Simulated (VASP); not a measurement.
Input of a VASP 6.6.1 run:

The input INCAR:

```
SYSTEM = Zn
PREC = Accurate
ENCUT = 500
EDIFF = 1E-6
ISMEAR = -1
SIGMA = 0.1
LREAL = .False.
LASPH = .True.
NELM = 120
ALGO = Normal
ISIF = 2
LWAVE = .False.
LCHARG = .False.
GGA = PE
NBANDS = 19
GGA_COMPAT = .False.
```

Contents of KPOINTS:

```
regular mesh
0
Gamma
  22 22 11
  0 0 0
```

POSCAR

```
Zn
1.0
    2.6554099336      0.0000000000      0.0000000000
   -1.3277049668      2.2996524599      0.0000000000
    0.0000000000      0.0000000000      4.9642032532
Zn
2
Direct
    0.3333333333      0.6666666667      0.2500000000
    0.6666666667      0.3333333333      0.7500000000
```

Potentials or basis: VASP PAW PBE potentials, release 64 (Zn).

Command:

```bash
$ cat potpaw_PBE.64/Zn/POTCAR > POTCAR
$ mpirun -np 1 vasp_std > vasp.out
```

Question: Predict the band gap on the k mesh.

Answer: Zero (bands 12 and 13 overlap by 4.85 eV).

Question: Predict the pressure.

Answer: 0.4 GPa.
